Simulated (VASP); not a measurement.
# CS2 (Cmce) in VASP: a series of runs, part 2 of 2

VASP 6.6.1. Earlier steps stand in the parts before.

## Step 5: Single point, PBEsol

This run uses another cell than the first one, of 18.26 Å³/atom.

Input file INCAR:

```
  ALGO = Normal
  EDIFF = 1E-6
  ENCUT = 520
  GGA = PS
  ISIF = 2
  ISMEAR = -1
  LASPH = T
  LCHARG = F
  LREAL = F
  LWAVE = F
  NBANDS = 25
  NELM = 60
  PREC = Accurate
  SIGMA = 0.05
```

Input file KPOINTS:

```
k-points
0
Gamma
  6 6 3
```

Input file POSCAR:

```
CS2
1.0
    2.6712645008     -2.4430181233      0.0000000000
    2.6712645008      2.4430181233      0.0000000000
    0.0000000000      0.0000000000      8.3925974455
S C
4 2
Direct
    0.2213137719      0.7786862281      0.8665698524
    0.2786862281      0.7213137719      0.3665698524
    0.7213137719      0.2786862281      0.6334301476
    0.7786862281      0.2213137719      0.1334301476
    0.5000000000      0.5000000000      0.5000000000
    0.0000000000      0.0000000000      0.0000000000
```

Potentials or basis: VASP PAW PBE potentials, release 64 (S, C).

Started as:

```sh
cat potpaw_PBE.64/S/POTCAR potpaw_PBE.64/C/POTCAR > POTCAR
mpirun -np 1 vasp_std > vasp.out
```

OUTCAR:

```text
EDIFF = 1E-6
   ENCUT = 520
   GGA = PS
   ISIF = 2
   ISMEAR = -1
   LASPH = T
   LREAL = F
   NELM = 60
   PREC = Accurate

 ion  position               nearest neighbor table
   1  0.221  0.779  0.867-   6 1.56
   2  0.279  0.721  0.367-   5 1.56
   3  0.721  0.279  0.633-   5 1.56
   4  0.779  0.221  0.133-   6 1.56
   5  0.500  0.500  0.500-   2 1.56   3 1.56
   6  0.000  0.000  0.000-   1 1.56   4 1.56

  LATTYP: Found a base centered orthorhombic cell.
 ALAT       =     4.8860362466
 B/A-ratio  =     1.0934280329
 C/A-ratio  =     1.7176699111

  Lattice vectors:

 A1 = (  -2.6712645008,  -2.4430181233,   0.0000000000)
 A2 = (   2.6712645008,  -2.4430181233,   0.0000000000)
 A3 = (   0.0000000000,   0.0000000000,   8.3925974455)

Analysis of symmetry for initial positions (statically):
=====================================================================
 Subroutine PRICEL returns:
 Original cell was already a primitive cell.

 Routine SETGRP: Setting up the symmetry group for a
 base centered orthorhombic supercell.

 Subroutine GETGRP returns: Found  8 space group operations
 (whereof  4 operations were pure point group operations)
 out of a pool of  8 trial point group operations.

The static configuration has the point symmetry C_2h.
 The point group associated with its full space group is D_2h.

Analysis of symmetry for dynamics (positions and initial velocities):
=====================================================================
 Subroutine PRICEL returns:
 Original cell was already a primitive cell.

 Routine SETGRP: Setting up the symmetry group for a
 base centered orthorhombic supercell.

 Subroutine GETGRP returns: Found  8 space group operations
 (whereof  4 operations were pure point group operations)
 out of a pool of  8 trial point group operations.

The dynamic configuration has the point symmetry C_2h.
 The point group associated with its full space group is D_2h.

 Subroutine INISYM returns: Found  8 space group operations
 (whereof  4 operations are pure point group operations),
 and found     1 'primitive' translations

----------------------------------------------------------------------------------------

                                     Primitive cell

  volume of cell :     109.5393

  direct lattice vectors                    reciprocal lattice vectors
     2.671264501 -2.443018123  0.000000000     0.187177271 -0.204664875  0.000000000
     2.671264501  2.443018123  0.000000000     0.187177271  0.204664875  0.000000000
     0.000000000  0.000000000  8.392597445     0.000000000  0.000000000  0.119152623

  length of vectors
     3.619943589  3.619943589  8.392597445     0.277350035  0.277350035  0.119152623

  position of ions in fractional coordinates (direct lattice)
     0.221313772  0.778686228  0.866569852
     0.278686228  0.721313772  0.366569852
     0.721313772  0.278686228  0.633430148
     0.778686228  0.221313772  0.133430148
     0.500000000  0.500000000  0.500000000
     0.000000000  0.000000000  0.000000000

  ion indices of the primitive-cell ions
   primitive index   ion index
                 1           1
                 2           2
                 3           3
                 4           4
                 5           5
                 6           6

----------------------------------------------------------------------------------------

 KPOINTS: k-points

Automatic generation of k-mesh.
 Grid dimensions read from file:
 generate k-points for:    6    6    3

 Generating k-lattice:

  Cartesian coordinates                     Fractional coordinates (reciprocal lattice)
     0.031196212 -0.034110813  0.000000000     0.166666667  0.000000000  0.000000000
     0.031196212  0.034110813  0.000000000     0.000000000  0.166666667  0.000000000
     0.000000000  0.000000000  0.039717541     0.000000000  0.000000000  0.333333333

  Length of vectors
     0.046225006  0.046225006  0.039717541

  Shift w.r.t. Gamma in fractional coordinates (k-lattice)
     0.000000000  0.000000000  0.000000000

 Subroutine IBZKPT returns following result:
 ===========================================

 Found     26 irreducible k-points:

 Following reciprocal coordinates:
            Coordinates               Weight
  0.000000  0.000000  0.000000      1.000000
  0.166667 -0.000000  0.000000      4.000000
  0.333333 -0.000000  0.000000      4.000000
  0.500000  0.000000  0.000000      2.000000
  0.166667  0.166667  0.000000      2.000000
  0.333333  0.166667  0.000000      4.000000
[... 16 lines left out ...]
  0.333333  0.333333  0.333333      4.000000
  0.500000  0.333333  0.333333      8.000000
 [... further k-points ...]
   k-points           NKPTS =     26   k-points in BZ     NKDIM =     26   number of bands    NBANDS=     25
   number of dos      NEDOS =    301   number of ions     NIONS =      6
   total plane-waves  NPLWV =  50176
   dimension x,y,z NGX =    28 NGY =   28 NGZ =   64
   dimension x,y,z NGXF=    56 NGYF=   56 NGZF=  128
   ions per type =               4   2
   NGX,Y,Z   is equivalent  to a cutoff of  12.86, 12.86, 12.68 a.u.
   NGXF,Y,Z  is equivalent  to a cutoff of  25.72, 25.72, 25.36 a.u.
 SYSTEM =  unknown system
   PREC   = accura    normal or accurate (medium, high low for compatibility)
   ISTART =      0    job   : 0-new  1-cont  2-samecut
   ICHARG =      2    charge: 1-file 2-atom 10-const
   ISPIN  =      1    spin polarized calculation?
   LNONCOLLINEAR =      F non collinear calculations
   LSORBIT =      F    spin-orbit coupling
   LASPH  =      T    aspherical Exc in radial PAW
   ENCUT  =  520.0 eV  38.22 Ry    6.18 a.u.   6.73  6.73 15.60*2*pi/ulx,y,z
   NELM   =     60;   NELMIN=  2; NELMDL= -5     # of ELM steps
   EDIFF  = 0.1E-05   stopping-criterion for ELM
   LREAL  =      F    real-space projection
   EDIFFG = 0.1E-04   stopping-criterion for IOM
   NSW    =      0    number of steps for IOM
   IBRION =     -1    ionic relax: 0-MD 1-quasi-New 2-CG
   NFREE  =      0    steps in history (QN), initial steepest desc. (CG)
   ISIF   =      2    stress and relaxation
   ISYM   =      2    0-nonsym 1-usesym 2-fastsym
   POTIM  = 0.5000    time-step for ionic-motion
   TEBEG  =    0.0;   TEEND  =   0.0 temperature during run
   PSTRESS=    0.0 pullay stress
   NELECT =      32.0000    total number of electrons
   NUPDOWN=      -1.0000    fix difference up-down
   EMIN   =  10.00;   EMAX   =-10.00  energy-range for DOS
   EFERMI =   0.00;   METHOD = LEGACY
   ISMEAR =    -1;   SIGMA  =   0.05  broadening in eV -4-tet -1-fermi 0-gaus
   EFERMI_NEDOS =   21; number of points for ismear=-14 and -15
   IALGO  =     38    algorithm
   IMIX   =      4    mixing-type and parameters
     AMIX     =   0.40;   BMIX     =  1.00
     AMIX_MAG =   1.60;   BMIX_MAG =  1.00
  volume/ion in A,a.u.               =      18.26       123.20
  Fermi-wavevector in a.u.,A,eV,Ry     =   1.086263  2.052739 16.054419  1.179966
  Thomas-Fermi vector in A             =   2.222395
   LORBIT       =      0    0 simple, 1 ext, 2 COOP (PROOUT), +10 PAW based schemes
   GGA     = PS    functional components
   LHFCALC =     F    Hartree Fock is set to
   AEXX    =    0.0000 exact exchange contribution
   IVDW    =     0    specifies the selected vdW correction
   LEPSILON=     F    determine dielectric tensor
   LRPA    =     F    only Hartree local field effects (RPA)
 non-spin polarized calculation
  energy-cutoff  :      520.00
  volume of cell :      109.54
 maximum number of plane-waves:      2967
   NGX = 13   NGY = 13   NGZ = 31

 number of electron      32.0000003 magnetization

 Free energy of the ion-electron system (eV)
  ---------------------------------------------------
  ext. energy  EPLUGINS =         0.00000000
  ---------------------------------------------------
  free energy    TOTEN  =       -34.14855480 eV

  energy without entropy =      -34.14855480  energy(sigma->0) =      -34.14855480

 E-fermi :   3.6179     XC(G=0):  -9.4901

 val. band max:        2.7546191937   @ k =  -0.1667   0.1667   0.0000
 cond. band min:       4.4192364252   @ k =   0.5000   0.5000   0.0000
 fundamental gap:      1.6646172315
 Fermi energy:         3.6178551558

 k-point     1 :       0.0000    0.0000    0.0000
  band No.  band energies     occupation
      1     -13.3972      2.00000
      2     -12.9644      2.00000
      3     -11.0480      2.00000
      4     -10.2532      2.00000
      5      -4.8480      2.00000
      6      -3.2818      2.00000
[... 661 lines left out ...]
     24      10.5552      0.00000
     25      12.2313      0.00000

 [... further k-points ...]
[... 5 lines left out ...]
  --------------------------------------------------------------------------------------
  -------------------------------------------------------------------------------------
  Total        3.4124158      2.7540450      2.7014062      0.0000000      0.0000000      0.0000000
  in kB       49.9117221     40.2820579     39.5121354      0.0000000      0.0000000      0.0000000
  external PRESSURE =      43.2353051 kB  Pullay stress =       0.0000000 kB

 VOLUME and BASIS-vectors are now :
 -----------------------------------------------------------------------------
  energy-cutoff  :      520.00
  volume of cell :      109.54
      direct lattice vectors                 reciprocal lattice vectors
     2.671264501 -2.443018123  0.000000000     0.187177271 -0.204664875  0.000000000
     2.671264501  2.443018123  0.000000000     0.187177271  0.204664875  0.000000000
     0.000000000  0.000000000  8.392597445     0.000000000  0.000000000  0.119152623

 POSITION                                       TOTAL-FORCE (eV/Angst)
 -----------------------------------------------------------------------------------
      2.67126      1.36167      7.27277         0.000000      0.153597      0.165236
      2.67126      1.08135      3.07647         0.000000     -0.153597      0.165236
      2.67126     -1.08135      5.31612         0.000000      0.153597     -0.165236
      2.67126     -1.36167      1.11983         0.000000     -0.153597     -0.165236
      2.67126      0.00000      4.19630        -0.000000      0.000000     -0.000000
      0.00000      0.00000      0.00000         0.000000      0.000000     -0.000000
 -----------------------------------------------------------------------------------
    total drift:                                0.000000     -0.000000      0.000000

  FREE ENERGIE OF THE ION-ELECTRON SYSTEM (eV)
  ---------------------------------------------------
  free  energy   TOTEN  =       -34.1485548044 eV

  energy  without entropy=      -34.1485547996  energy(sigma->0) =      -34.14855480
```

OSZICAR:

```text
N       E                     dE             d eps       ncg     rms          rms(c)
DAV:   1     0.146595266650E+03    0.14660E+03   -0.13910E+04  1300   0.111E+03
DAV:   2    -0.250250866471E+02   -0.17162E+03   -0.16157E+03  1736   0.203E+02
DAV:   3    -0.361590921076E+02   -0.11134E+02   -0.10996E+02  1682   0.549E+01
DAV:   4    -0.363281226470E+02   -0.16903E+00   -0.16878E+00  1640   0.823E+00
DAV:   5    -0.363320219556E+02   -0.38993E-02   -0.38981E-02  1719   0.119E+00    0.309E+01
DAV:   6    -0.343063360195E+02    0.20257E+01   -0.39562E+00  1398   0.138E+01    0.133E+01
DAV:   7    -0.341612736421E+02    0.14506E+00   -0.13849E+00  1672   0.657E+00    0.776E+00
DAV:   8    -0.341646891228E+02   -0.34155E-02   -0.15966E-01  1619   0.208E+00    0.105E+00
DAV:   9    -0.341500597946E+02    0.14629E-01   -0.40343E-02  1622   0.106E+00    0.944E-01
DAV:  10    -0.341488000775E+02    0.12597E-02   -0.54647E-03  1540   0.416E-01    0.272E-01
DAV:  11    -0.341486030428E+02    0.19703E-03   -0.79584E-04  1640   0.150E-01    0.320E-01
DAV:  12    -0.341485527323E+02    0.50310E-04   -0.14587E-04  1591   0.691E-02    0.983E-02
DAV:  13    -0.341485556006E+02   -0.28684E-05   -0.20054E-05  1648   0.250E-02    0.190E-02
DAV:  14    -0.341485548044E+02    0.79626E-06   -0.62353E-07   936   0.475E-03
   1 F= -.34148555E+02 E0= -.34148555E+02  d E =-.478595E-08
```

stdout:

```text
POSCAR found type information on POSCAR S C
 POSCAR found :  2 types and       6 ions
 scaLAPACK will be used
 -----------------------------------------------------------------------------
|                                                                             |
|                                                                             |
|     You enforced a specific xc type in the INCAR file but a different       |
|     I HOPE YOU KNOW WHAT YOU ARE DOING!                                     |
|                                                                             |
 -----------------------------------------------------------------------------

 LDA part: xc-table for (Slater+PW92), standard interpolation
 POSCAR, INCAR and KPOINTS ok, starting setup
 FFT: planning ... GRIDC
 FFT: planning ... GRID_SOFT
 FFT: planning ... GRID
 WAVECAR not read
 entering main loop
```

Wall time 83 s (1 thread of Intel Xeon 8259CL, shared host); peak memory 0.23 GiB.

What came out:

```
Free energy            : -34.1486 eV
Pressure               : 4.3 GPa
Largest force          : 0.226 eV/Å
Band gap on the k mesh : 1.66 eV (least direct gap 1.77 eV)
```

Forces on the atoms (eV/Å):
```
S    0.000  0.154  0.165
S    0.000 -0.154  0.165
S    0.000  0.154 -0.165
S    0.000 -0.154 -0.165
C    0.000  0.000  0.000
C    0.000  0.000  0.000
```

Stress tensor (GPa, compression positive):
```
4.99 0.00 0.00
0.00 4.03 0.00
0.00 0.00 3.95
```

Caveat: the cell stands under pressure; this functional lacks dispersion, which holds the molecules together, so the pressure and a relaxed volume are unreliable; the PAW data sets were made with another functional, which shifts forces and pressure a little; an odd mesh through Γ misses points on the zone boundary, where band edges can lie.

## Step 6: Summary

| cell | gap on the mesh (eV) | pressure (GPa) | largest force (eV/Å) |
| --- | --- | --- | --- |
| a = 3.156, b = 3.156, c = 7.251 Å, angles 90.0, 90.0, 89.1°, 6 atoms, atomic positions A | none | 29.1 | 0.23 |
| a = 3.276, b = 3.276, c = 7.628 Å, angles 90.0, 90.0, 87.4°, 6 atoms, atomic positions B | none | 19.2 | 0.23 |
| a = 3.460, b = 3.460, c = 8.067 Å, angles 90.0, 90.0, 85.8°, 6 atoms, atomic positions C | 0.97 | 9.3 | 0.23 |
| a = 3.620, b = 3.620, c = 8.393 Å, angles 90.0, 90.0, 84.9°, 6 atoms, atomic positions D | 1.66 | 4.3 | 0.23 |

Alike in all rows: task single point; level PBEsol; potentials or basis VASP PAW PBE potentials, release 64 (S, C); no spin polarisation; k mesh 6 × 6 × 3; cutoff (eV) 520; smearing fermi-dirac 0.05 eV.

Caveats: the cell stands under pressure; this functional lacks dispersion, which holds the molecules together, so the pressure and a relaxed volume are unreliable; the PAW data sets were made with another functional, which shifts forces and pressure a little; an odd mesh through Γ misses points on the zone boundary, where band edges can lie (at least some runs).

Absolute energies hang on the potentials; compare differences alone.
